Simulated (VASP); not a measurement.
The system is Li6Be2Nb.

```xyz
9
Lattice="0.0000 3.5829 3.5829 3.5829 0.0000 3.5829 3.5829 3.5829 0.0000" Properties=species:S:1:pos:R:3 pbc="T T T"
Li    1.7054    3.5829    3.5829
Li    3.5829    1.7054    3.5829
Li    5.4603    3.5829    3.5829
Li    3.5829    5.4603    3.5829
Li    3.5829    3.5829    1.7054
Li    3.5829    3.5829    5.4603
Be    1.7914    1.7914    1.7914
Be    5.3743    5.3743    5.3743
Nb    0.0000    0.0000    0.0000
```

- Program: VASP 6.6.1
- Task: relaxation of cell and atoms
- Functional: PBE
- Potentials or basis: VASP PAW PBE potentials, release 64 (Li_sv, Be, Nb_sv)
- Cutoff: 600 eV
- k mesh: 4 × 4 × 4
- Occupations: gaussian, width 0.1 eV
- Spin: no spin polarisation

At the start: pressure 47.9 GPa; volume 10.22 Å³/atom.

How do energy, volume and symmetry change on relaxing?

Over 5 steps the energy falls by 1350.6 meV/atom and the volume is 15.56 Å³/atom (+52.3 %); space group Fm-3m (No. 225, to 0.05 Å).

Step by step:
```
step  energy change (eV)  largest force (eV/Å)  pressure (GPa)  volume (Å³)
   1              0.0000                8.1783           47.86        91.99
   2            -12.1386                0.2242            0.43       138.91
   3            -12.1438                0.0953            0.86       137.27
   4            -12.1523                0.0433            0.47       138.73
   5            -12.1556                0.0009            0.14       140.05
```

Final structure:
```xyz
9
Lattice="0.0000 4.1218 4.1218 4.1218 0.0000 4.1218 4.1218 4.1218 0.0000" Properties=species:S:1:pos:R:3 pbc="T T T"
Li    2.3928    4.1218    4.1218
Li    4.1218    2.3928    4.1218
Li    5.8508    4.1218    4.1218
Li    4.1218    5.8508    4.1218
Li    4.1218    4.1218    2.3928
Li    4.1218    4.1218    5.8508
Be    2.0609    2.0609    2.0609
Be    6.1827    6.1827    6.1827
Nb    0.0000    0.0000    0.0000
```

Caveat: the k points lie up to 0.33 Å⁻¹ apart in the final cell; the cutoff is under 1.25 times the usual one of these potentials, so pressure, stress and relaxed cells hold a basis-set (Pulay) error; the volume moved by over 15 % at a fixed basis, so the end points are rough.
